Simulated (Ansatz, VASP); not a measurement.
**TlBr in VASP and in Ansatz**

The input POSCAR:

```
TlBr
1.0
    3.9461936984      0.0000000000      0.0000000000
    0.0000000000      3.9461936984      0.0000000000
    0.0000000000      0.0000000000      3.9461936984
Tl Br
1 1
Direct
    0.0000000000      0.0000000000      0.0000000000
    0.5000000000      0.5000000000      0.5000000000
```

The input INCAR.step1:

```
SYSTEM = TlBr
ALGO = Normal
EDIFF = 1E-5
ENCUT = 550
GGA = PE
GGA_COMPAT = .False.
ISMEAR = 0
LASPH = .True.
LCHARG = .False.
LREAL = .False.
LWAVE = .True.
NBANDS = 17
NELM = 120
PREC = Accurate
SIGMA = 0.01
```

The input INCAR.step2:

```
SYSTEM = TlBr
ALGO = Normal
EDIFF = 1E-6
ENCUT = 550
GGA_COMPAT = .False.
ISIF = 2
ISMEAR = 0
ISTART = 1
LASPH = .True.
LCHARG = .False.
LMIXTAU = .True.
LREAL = .False.
LWAVE = .False.
METAGGA = R2SCAN
NBANDS = 17
NELM = 120
PREC = Accurate
SIGMA = 0.01
```

The input KPOINTS:

```
k-points
0
Gamma
  6 6 6
  0 0 0
```

Input for Ansatz:

```yaml
crystal:
  lattice:
    - [3.9461936984, 0.0, 0.0]
    - [0.0, 3.9461936984, 0.0]
    - [0.0, 0.0, 3.9461936984]
  atoms:
    - { symbol: Tl, position: [0.0, 0.0, 0.0] }
    - { symbol: Br, position: [0.5, 0.5, 0.5] }
kpoints:
  mp_grid: { grid: [6, 6, 6] }
  band_path:
    path:
      - [0.0, 0.0, 0.0]
      - [0.0, 0.5, 0.0]
      - [0.5, 0.5, 0.0]
      - [0.5, 0.5, 0.5]
      - [0.0, 0.0, 0.5]
    npoints: 1
hamiltonian:
  xc: r2scan
scf:
  occupations: { method: fixed }
  n_extra_bands: 4
output:
  forces: true
  stress: true
  eigenvalues: true
```

Alike in both runs: task single point; functional r2SCAN; k mesh 6 × 6 × 6; no spin polarisation.

|  | VASP | Ansatz |
| --- | --- | --- |
| version | VASP 6.6.1 | Ansatz 0.2.0 |
| potentials or method | VASP PAW PBE potentials, release 64 (Tl_d, Br) | plane waves, PAW |
| plane-wave cutoff (eV) | 550 | 500 |
| occupations | gaussian, width 0.01 eV | fixed |
| valence electrons in the cell | 20 | 20 |

```csv
,VASP,Ansatz,Ansatz less VASP
gap on the k mesh at the Fermi level (eV),2.24,2.23,-0.006
pressure (GPa),1.0,1.0,+0.03
```

VASP's potentials were made for PBE, not for r2SCAN.

Spin-orbit coupling is off throughout.
